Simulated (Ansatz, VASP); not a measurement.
# Sc2Hg in VASP and in Ansatz

```xyz
3
Lattice="0.0000 3.3890 3.3890 3.3890 0.0000 3.3890 3.3890 3.3890 0.0000" Properties=species:S:1:pos:R:3 pbc="T T T"
Sc    1.6945    1.6945    1.6945
Sc    5.0835    5.0835    5.0835
Hg    0.0000    0.0000    0.0000
```

Change from the starting cell: species swapped into the Al2Au type (Fm-3m, No. 225).

Alike in both runs: functional PBE; k mesh 12 × 12 × 12; occupations gaussian, width 0.1 eV; no spin polarisation.

Ansatz relaxed the structure, and its values are those at the end. VASP's run is a single point on that final structure, the one shown.

```csv
,VASP,Ansatz
version,VASP 6.6.1,Ansatz 0.2.0
potentials or method,"VASP PAW PBE potentials, release 64 (Sc_sv, Hg), cutoff 520 eV","scalar-relativistic, plane waves, PAW"
valence electrons in the cell,34,42
```

Ansatz gave:

```
gap on the k mesh at the Fermi level (eV) : none
pressure (GPa)                            : 0.0
```

Q: Which values does VASP return?

A: gap on the k mesh at the Fermi level (eV): none; pressure (GPa): 0.1.

A gap of «none» marks a metal or a gap that the smearing closes. With one functional, cell and mesh, what is left measures potentials, basis and numerics. VASP's potentials hold 34 valence electrons a cell and Ansatz's 42, so a difference there can come from the potentials and not from the codes.

Spin-orbit coupling is off throughout.
